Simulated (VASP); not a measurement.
# SrVO3 (Pm-3m) in VASP: a series of runs

Aim: see how the results for SrVO3 move with the level of theory and the settings. Levels: LDA, PBEsol. Tasks: single point.

Program: VASP 6.6.1. These are calculated values, not measurements. Logs are shortened: lines on timing, memory, paths and dates and some standing lists are left out, and cuts for length are marked.

## Step 1: The cell of the first run

It takes space group Pm-3m (No. 221, cubic). The conventional cell has a = 3.841 Å, b = 3.841 Å, c = 3.841 Å, α = 90.00°, β = 90.00°, γ = 90.00°. Sr (site symmetry m-3m) has 12 O at 2.72 Å and 8 V at 3.33 Å within 3.6 Å. V (site symmetry m-3m) has 6 O at 1.92 Å within 2.5 Å. Within 2.5 Å of O (site symmetry 4/mmm) lie 2 V at 1.92 Å.

## Step 2: Single point, LDA, collinear spin, ferromagnetic start

Contents of INCAR:

```
SYSTEM = SrVO3
PREC = Accurate
ENCUT = 520
EDIFF = 1E-6
ISMEAR = -1
SIGMA = 0.05
LREAL = .FALSE.
LASPH = .TRUE.
NELM = 150
ALGO = Normal
ISIF = 2
LWAVE = .FALSE.
LCHARG = .FALSE.
ISPIN = 2
MAGMOM = 0 2 0 0 0
LORBIT = 11
LMAXMIX = 4
NBANDS = 32
```

Contents of KPOINTS:

```
regular mesh
0
G
  5 5 5
  0 0 0
```

Contents of POSCAR:

```
SrVO3
1.0
    3.8409000000      0.0000000000      0.0000000000
    0.0000000000      3.8409000000      0.0000000000
    0.0000000000      0.0000000000      3.8409000000
Sr V O
1 1 3
Direct
    0.5000000000      0.5000000000      0.5000000000
    0.0000000000      0.0000000000      0.0000000000
    0.0000000000      0.0000000000      0.5000000000
    0.0000000000      0.5000000000      0.0000000000
    0.5000000000      0.0000000000      0.0000000000
```

Potentials or basis: VASP PAW LDA potentials, release 64 (Sr_sv, V_sv, O).

Started as:

```sh
cat potpaw_LDA.64/Sr_sv/POTCAR potpaw_LDA.64/V_sv/POTCAR potpaw_LDA.64/O/POTCAR > POTCAR
mpirun -np 1 vasp_std > vasp.out
```

OUTCAR:

```text
SYSTEM = SrVO3
   PREC = Accurate
   ENCUT = 520
   EDIFF = 1E-6
   ISMEAR = -1
   LREAL = .FALSE.
   LASPH = .TRUE.
   NELM = 150
   ISIF = 2
   ISPIN = 2
   LORBIT = 11

 ion  position               nearest neighbor table
   1  0.500  0.500  0.500-   3 2.72   4 2.72   5 2.72   4 2.72   5 2.72   3 2.72   5 2.72   5 2.72
                             3 2.72   4 2.72   4 2.72   3 2.72   2 3.33   2 3.33   2 3.33   2 3.33
   2  0.000  0.000  0.000-   3 1.92   4 1.92   5 1.92   3 1.92   4 1.92   5 1.92   1 3.33   1 3.33
                             1 3.33   1 3.33   1 3.33   1 3.33   1 3.33   1 3.33
   3  0.000  0.000  0.500-   2 1.92   2 1.92   1 2.72   1 2.72   1 2.72   1 2.72
   4  0.000  0.500  0.000-   2 1.92   2 1.92   1 2.72   1 2.72   1 2.72   1 2.72
   5  0.500  0.000  0.000-   2 1.92   2 1.92   1 2.72   1 2.72   1 2.72   1 2.72

  LATTYP: Found a simple cubic cell.
 ALAT       =     3.8409000000

  Lattice vectors:

 A1 = (   3.8409000000,   0.0000000000,   0.0000000000)
 A2 = (   0.0000000000,   3.8409000000,   0.0000000000)
 A3 = (   0.0000000000,   0.0000000000,   3.8409000000)

Analysis of symmetry for initial positions (statically):
=====================================================================
 Subroutine PRICEL returns:
 Original cell was already a primitive cell.

 Routine SETGRP: Setting up the symmetry group for a
 simple cubic supercell.

 Subroutine GETGRP returns: Found 48 space group operations
 (whereof 48 operations were pure point group operations)
 out of a pool of 48 trial point group operations.

The static configuration has the point symmetry O_h .

Analysis of symmetry for dynamics (positions and initial velocities):
=====================================================================
 Subroutine PRICEL returns:
 Original cell was already a primitive cell.

 Routine SETGRP: Setting up the symmetry group for a
 simple cubic supercell.

 Subroutine GETGRP returns: Found 48 space group operations
 (whereof 48 operations were pure point group operations)
 out of a pool of 48 trial point group operations.

The dynamic configuration has the point symmetry O_h .

Analysis of structural, dynamic, and magnetic symmetry:
=====================================================================
 Subroutine PRICEL returns:
 Original cell was already a primitive cell.

 Routine SETGRP: Setting up the symmetry group for a
 simple cubic supercell.

 Subroutine GETGRP returns: Found 48 space group operations
 (whereof 48 operations were pure point group operations)
 out of a pool of 48 trial point group operations.

The overall configuration has the point symmetry O_h .

 Subroutine INISYM returns: Found 48 space group operations
 (whereof 48 operations are pure point group operations),
 and found     1 'primitive' translations

----------------------------------------------------------------------------------------

                                     Primitive cell

  volume of cell :      56.6629

  direct lattice vectors                    reciprocal lattice vectors
     3.840900000  0.000000000  0.000000000     0.260355646  0.000000000  0.000000000
     0.000000000  3.840900000  0.000000000     0.000000000  0.260355646  0.000000000
     0.000000000  0.000000000  3.840900000     0.000000000  0.000000000  0.260355646

  length of vectors
     3.840900000  3.840900000  3.840900000     0.260355646  0.260355646  0.260355646

  position of ions in fractional coordinates (direct lattice)
     0.500000000  0.500000000  0.500000000
     0.000000000  0.000000000  0.000000000
     0.000000000  0.000000000  0.500000000
     0.000000000  0.500000000  0.000000000
     0.500000000  0.000000000  0.000000000

  ion indices of the primitive-cell ions
   primitive index   ion index
                 1           1
                 2           2
                 3           3
                 4           4
                 5           5

----------------------------------------------------------------------------------------

 KPOINTS: regular mesh

Automatic generation of k-mesh.
[... 25 lines left out ...]
  0.400000  0.000000  0.000000      6.000000
  0.200000  0.200000  0.000000     12.000000
  0.400000  0.200000  0.000000     24.000000
  0.400000  0.400000  0.000000     12.000000
  0.200000  0.200000  0.200000      8.000000
  0.400000  0.200000  0.200000     24.000000
  0.400000  0.400000  0.200000     24.000000
  0.400000  0.400000  0.400000      8.000000
   k-points           NKPTS =     10   k-points in BZ     NKDIM =     10   number of bands    NBANDS=     32
   number of dos      NEDOS =    301   number of ions     NIONS =      5
   total plane-waves  NPLWV =  27000
   dimension x,y,z NGX =    30 NGY =   30 NGZ =   30
   dimension x,y,z NGXF=    60 NGYF=   60 NGZF=   60
   ions per type =               1   1   3
   NGX,Y,Z   is equivalent  to a cutoff of  12.98, 12.98, 12.98 a.u.
   NGXF,Y,Z  is equivalent  to a cutoff of  25.97, 25.97, 25.97 a.u.
 SYSTEM =  SrVO3
   PREC   = accura    normal or accurate (medium, high low for compatibility)
   ISTART =      0    job   : 0-new  1-cont  2-samecut
   ICHARG =      2    charge: 1-file 2-atom 10-const
   ISPIN  =      2    spin polarized calculation?
   LNONCOLLINEAR =      F non collinear calculations
   LSORBIT =      F    spin-orbit coupling
   LASPH  =      T    aspherical Exc in radial PAW
   ENCUT  =  520.0 eV  38.22 Ry    6.18 a.u.   7.14  7.14  7.14*2*pi/ulx,y,z
   NELM   =    150;   NELMIN=  2; NELMDL= -5     # of ELM steps
   EDIFF  = 0.1E-05   stopping-criterion for ELM
   LREAL  =      F    real-space projection
   EDIFFG = 0.1E-04   stopping-criterion for IOM
   NSW    =      0    number of steps for IOM
   IBRION =     -1    ionic relax: 0-MD 1-quasi-New 2-CG
   NFREE  =      0    steps in history (QN), initial steepest desc. (CG)
   ISIF   =      2    stress and relaxation
   ISYM   =      2    0-nonsym 1-usesym 2-fastsym
   POTIM  = 0.5000    time-step for ionic-motion
   TEBEG  =    0.0;   TEEND  =   0.0 temperature during run
   PSTRESS=    0.0 pullay stress
   NELECT =      41.0000    total number of electrons
   NUPDOWN=      -1.0000    fix difference up-down
   EMIN   =  10.00;   EMAX   =-10.00  energy-range for DOS
   EFERMI =   0.00;   METHOD = LEGACY
   ISMEAR =    -1;   SIGMA  =   0.05  broadening in eV -4-tet -1-fermi 0-gaus
   EFERMI_NEDOS =   21; number of points for ismear=-14 and -15
   IALGO  =     38    algorithm
   IMIX   =      4    mixing-type and parameters
     AMIX     =   0.40;   BMIX     =  1.00
     AMIX_MAG =   1.60;   BMIX_MAG =  1.00
  volume/ion in A,a.u.               =      11.33        76.48
  Fermi-wavevector in a.u.,A,eV,Ry     =   1.469726  2.777380 29.389880  2.160095
  Thomas-Fermi vector in A             =   2.585069
   LORBIT       =     11    0 simple, 1 ext, 2 COOP (PROOUT), +10 PAW based schemes
   GGA     = CA    functional components
   LHFCALC =     F    Hartree Fock is set to
   AEXX    =    0.0000 exact exchange contribution
   IVDW    =     0    specifies the selected vdW correction
   LEPSILON=     F    determine dielectric tensor
   LRPA    =     F    only Hartree local field effects (RPA)
 spin polarized calculation
  energy-cutoff  :      520.00
  volume of cell :       56.66
 maximum number of plane-waves:      1551
 NGX is ok and might be reduce to    30
   NGX = 15   NGY = 15   NGZ = 15

 number of electron      41.0000018 magnetization       0.4532836

 Free energy of the ion-electron system (eV)
  ---------------------------------------------------
  ext. energy  EPLUGINS =         0.00000000
  ---------------------------------------------------
  free energy    TOTEN  =       -43.55390071 eV

  energy without entropy =      -43.52948884  energy(sigma->0) =      -43.54169478

 E-fermi :   5.9833     XC(G=0): -12.0949

 val. band max:        5.9710767895   @ k =   0.2000   0.2000   0.0000
 cond. band min:       6.0076096206   @ k =   0.2000   0.0000   0.0000
 fundamental gap:      0.0365328311
 Fermi energy:         5.9832546017

 spin component 1

 k-point     1 :       0.0000    0.0000    0.0000
  band No.  band energies     occupation
      1     -59.2587      1.00000
      2     -33.5238      1.00000
      3     -33.5238      1.00000
      4     -33.5238      1.00000
      5     -28.2400      1.00000
      6     -13.4619      1.00000
[... 339 lines left out ...]
     31      14.9073      0.00000
     32      18.2973      0.00000
 Fermi energy:         5.9832546017

 spin component 2

 k-point     1 :       0.0000    0.0000    0.0000
  band No.  band energies     occupation
      1     -58.8637      1.00000
      2     -33.1429      1.00000
      3     -33.1429      1.00000
      4     -33.1429      1.00000
      5     -28.2393      1.00000
      6     -13.4388      1.00000
[... 339 lines left out ...]
     31      14.9265      0.00000
     32      18.3164      0.00000

------------------------ aborting loop because EDIFF is reached ----------------------------------------

  FORCE on cell =-STRESS in cart. coord.  units (eV):
  Direction    XX          YY          ZZ          XY          YZ          ZX
  --------------------------------------------------------------------------------------
  -------------------------------------------------------------------------------------
  Total       -3.1235244     -3.1235244     -3.1235244     -0.0000000      0.0000000     -0.0000000
  in kB      -88.3194764    -88.3194764    -88.3194764     -0.0000000      0.0000000     -0.0000000
  external PRESSURE =     -88.3194764 kB  Pullay stress =       0.0000000 kB

 VOLUME and BASIS-vectors are now :
 -----------------------------------------------------------------------------
  energy-cutoff  :      520.00
  volume of cell :       56.66
      direct lattice vectors                 reciprocal lattice vectors
     3.840900000  0.000000000  0.000000000     0.260355646  0.000000000  0.000000000
     0.000000000  3.840900000  0.000000000     0.000000000  0.260355646  0.000000000
     0.000000000  0.000000000  3.840900000     0.000000000  0.000000000  0.260355646

 POSITION                                       TOTAL-FORCE (eV/Angst)
 -----------------------------------------------------------------------------------
      1.92045      1.92045      1.92045         0.000000      0.000000      0.000000
      0.00000      0.00000      0.00000         0.000000      0.000000      0.000000
      0.00000      0.00000      1.92045         0.000000      0.000000      0.000000
      0.00000      1.92045      0.00000         0.000000      0.000000      0.000000
      1.92045      0.00000      0.00000         0.000000      0.000000      0.000000
 -----------------------------------------------------------------------------------
    total drift:                                0.000000     -0.000000      0.000000

  FREE ENERGIE OF THE ION-ELECTRON SYSTEM (eV)
  ---------------------------------------------------
  free  energy   TOTEN  =       -43.5539007117 eV

  energy  without entropy=      -43.5294888435  energy(sigma->0) =      -43.54169478

 total charge

# of ion       s       p       d       tot
------------------------------------------
    1        1.999   5.789   0.226   8.014
    2        2.290   6.355   2.975  11.620
    3        1.552   3.460   0.000   5.012
    4        1.552   3.460   0.000   5.012
    5        1.552   3.460   0.000   5.012
--------------------------------------------------
tot          8.944  22.524   3.201  34.670

 magnetization (x)

# of ion       s       p       d       tot
------------------------------------------
    1        0.000  -0.001   0.001   0.001
    2        0.002   0.002   0.399   0.403
    3       -0.000   0.004   0.000   0.004
    4       -0.000   0.004   0.000   0.004
    5       -0.000   0.004   0.000   0.004
--------------------------------------------------
tot          0.001   0.014   0.401   0.415
```

Wall time 49 s (1 thread of Intel Xeon Platinum 8259CL at 2.50GHz (Skylake/Cascade Lake), shared host); peak memory 0.17 GiB.

What came out:

| Quantity | Value |
| --- | --- |
| Free energy | -43.5539 eV |
| Pressure | -8.8 GPa |
| Net moment | 0.45 μB per cell |
| Site moments | Sr +0.00; V +0.40; O +0.00 μB |
| Valence electrons inside the program's atomic spheres | Sr 8.01; V 11.62; O 5.01 |

Caveat: the cell stands under tension; semilocal functionals often make such compounds metallic where correlation or magnetic order opens a gap, which also shifts bond lengths.

## Step 3: Single point, PBEsol, collinear spin, ferromagnetic start

This run uses another cell than the first one, of 11.05 Å³/atom.

Contents of INCAR:

```
PREC = Accurate
ENCUT = 520
EDIFF = 1E-6
ISMEAR = -1
SIGMA = 0.05
LREAL = F
LASPH = T
NELM = 150
ALGO = Normal
ISIF = 2
LWAVE = F
LCHARG = F
ISPIN = 2
MAGMOM = 0 2 0 0 0
LORBIT = 11
LMAXMIX = 4
GGA = PS
NBANDS = 32
```

Contents of KPOINTS:

```
Automatic mesh
0
Gamma
  7 7 7
```

POSCAR: that of step 2 with these lines changed.

```diff
@@ -2,5 +2,5 @@
 1.0
-    3.8409000000      0.0000000000      0.0000000000
-    0.0000000000      3.8409000000      0.0000000000
-    0.0000000000      0.0000000000      3.8409000000
+    3.8089607740      0.0000000000      0.0000000000
+    0.0000000000      3.8089607740      0.0000000000
+    0.0000000000      0.0000000000      3.8089607740
 Sr V O
```

Potentials or basis: VASP PAW PBE potentials, release 64 (Sr_sv, V_sv, O).

Started as:

```sh
cat potpaw_PBE.64/Sr_sv/POTCAR potpaw_PBE.64/V_sv/POTCAR potpaw_PBE.64/O/POTCAR > POTCAR
mpirun -np 1 vasp_std > vasp.out
```

It took 40 s on 1 thread of AMD EPYC 9R45 (Zen 5), shared host; peak memory 0.18 GiB.

Results (log left out):

```
Free energy                                           : -41.4136 eV
Pressure                                              : 0.9 GPa
Net moment                                            : 0.00 μB per cell
Valence electrons inside the program's atomic spheres : Sr 8.01; V 11.68; O 5.03
```

Levels at points of the mesh, in eV from the Fermi level:
Spin up:
```
           k point  band 18  band 19  band 20  band 21  band 22  band 23
(0.00, 0.00, 0.00)    -2.37    -2.37    -2.37    -0.92    -0.92    -0.92
```
Spin down:
| k point | band 17 | band 18 | band 19 | band 20 | band 21 | band 22 | band 23 | band 24 |
| --- | --- | --- | --- | --- | --- | --- | --- | --- |
| (0.00, 0.00, 0.00) | -3.27 | -2.37 | -2.37 | -2.37 | -0.92 | -0.92 | -0.92 | 1.47 |

Caveat: the PAW data sets were made with another functional, which shifts forces and pressure a little; semilocal functionals often make such compounds metallic where correlation or magnetic order opens a gap, which also shifts bond lengths. With open d or f shells a metallic result of PBEsol can be an artefact of self-interaction; +U or a hybrid may open a gap.
